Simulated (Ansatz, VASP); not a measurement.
**One calculation of BP, two programs**

```
B P
1.0
     0.00000    2.25374    2.25374
     2.25374    0.00000    2.25374
     2.25374    2.25374    0.00000
B P
1 1
Direct
  0.00000 0.00000 0.00000
  0.25000 0.25000 0.25000
```

Alike in both runs: functional PBE; dispersion D3(BJ); k mesh 10 × 10 × 10; occupations gaussian, width 0.02 eV; no spin polarisation.

Ansatz relaxed the structure, and its values are those at the end. VASP's run is a single point on that final structure, the one shown.

|  | VASP | Ansatz |
| --- | --- | --- |
| version | VASP 6.6.1 | Ansatz 0.2.0 |
| potentials or method | VASP PAW PBE potentials, release 64 (B, P), cutoff 500 eV | scalar-relativistic, plane waves, PAW |
| valence electrons in the cell | 8 | 8 |

```tsv
	VASP	Ansatz	Ansatz less VASP
gap on the k mesh at the Fermi level (eV)	1.21	1.22	+0.005
least direct gap on the mesh (eV)	3.43	3.43	+0.004
pressure (GPa)	-0.2	0.0	+0.25
```
